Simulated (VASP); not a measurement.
Input of a VASP 6.6.1 run:

INCAR

```
PREC     = Accurate       # precision mode
ENCUT    = 520            # plane-wave cutoff, eV
EDIFF    = 1E-6           # SCF threshold, eV
ISMEAR   = 0              # smearing method
SIGMA    = 0.1            # smearing width, eV
LREAL    = False          # projectors in reciprocal space
LASPH    = True           # aspherical terms in the spheres
NELM     = 80             # most SCF steps
ALGO     = Normal         # electronic algorithm
ISIF     = 2              # what is computed and relaxed
LWAVE    = False          # write WAVECAR
LCHARG   = False          # write CHGCAR
LDIPOL   = True         
IDIPOL   = 3            
DIPOL    = 0.5 0.5 0.340
GGA      = PE             # functional
NBANDS   = 52             # bands
```

KPOINTS

```
regular mesh
0
Gamma
  6 6 1
```

Contents of POSCAR:

```
Mo6H
1.0
    4.4695765307      0.0000000000      0.0000000000
   -2.2347882654      3.8707668198      0.0000000000
    0.0000000000      0.0000000000     19.7595667350
Mo H
6 1
Direct
    0.6666666667      0.3333333333      0.2024335884
    0.3333333333      0.6666666667      0.2486060831
    0.0000000000      0.0000000000      0.2947785777
    0.6666666667      0.3333333333      0.3368821116
    0.3333333333      0.6666666667      0.3779725564
    0.0000000000      0.0000000000      0.4180034333
    0.0000000000      0.8888888889      0.5042541623
```

Potentials or basis: VASP PAW PBE potentials, release 64 (Mo_sv, H).

The run is started by

```console
$ cat potpaw_PBE.64/Mo_sv/POTCAR potpaw_PBE.64/H/POTCAR > POTCAR
$ mpirun -np 1 vasp_std > vasp.out
```

Q: What does it give for the band gap on the k mesh?

A: Zero (an odd number of electrons rules out a gap without spin polarisation).

Q: Estimate the largest force.

A: 2.560 eV/Å.

Forces in eV/Å, atoms in the order of the input:
```
Mo   0.023 -0.032  1.641
Mo  -0.066  0.086 -0.275
Mo   0.097 -0.257 -2.545
Mo  -0.091  0.150 -0.682
Mo  -0.057  0.140  0.510
Mo  -0.196  0.300  1.338
H    0.290 -0.385  0.011
```
